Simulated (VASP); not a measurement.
Input of a VASP 6.6.1 run:

INCAR

```
SYSTEM = NaTi2B6
PREC = Accurate
ENCUT = 520
EDIFF = 1E-6
ISMEAR = 0
SIGMA = 0.1
LREAL = .False.
LASPH = .True.
NELM = 60
ALGO = Normal
ISIF = 2
LWAVE = .False.
LCHARG = .False.
GGA = PE
NBANDS = 34
```

The input KPOINTS:

```
Automatic mesh
0
Gamma
  6 6 6
  0 0 0
```

File POSCAR:

```
NaTi2B6
1.0
    2.5768973800      1.4877724000      3.4349394500
   -2.5768973800      1.4877724000      3.4349394500
    0.0000000000     -2.9755448000      3.4349394500
Na Ti B
1 2 6
Direct
    0.5000000000      0.5000000000      0.5000000000
    0.8665649300      0.8665649300      0.8665649300
    0.1334350700      0.1334350700      0.1334350700
    0.2365465200      0.7634534800      0.0000000000
    0.0000000000      0.2365465200      0.7634534800
    0.7634534800      0.0000000000      0.2365465200
    0.7634534800      0.2365465200      0.0000000000
    0.0000000000      0.7634534800      0.2365465200
    0.2365465200      0.0000000000      0.7634534800
```

Potentials or basis: VASP PAW PBE potentials, release 64 (Na_pv, Ti_sv, B).

The run is started by

```bash
$ cat potpaw_PBE.64/Na_pv/POTCAR potpaw_PBE.64/Ti_sv/POTCAR potpaw_PBE.64/B/POTCAR > POTCAR
$ mpirun -np 1 vasp_std > vasp.out
```

**Question.** What does it give for the largest force?

**Answer.** 26.772 eV/Å.

**Question.** Estimate the pressure.

**Answer.** 167.5 GPa.

Forces in eV/Å, atoms in the order of the input:
```
Na    0.000   0.000   0.000
Ti    0.000   0.000 -18.606
Ti    0.000   0.000  18.606
B    26.772   0.000   0.000
B   -13.386  23.185   0.000
B   -13.386 -23.185   0.000
B   -26.772   0.000   0.000
B    13.386 -23.185   0.000
B    13.386  23.185   0.000
```

Caveat: forces of over 1 eV/Å act on the atoms, so gaps and moduli don't describe the material at rest.
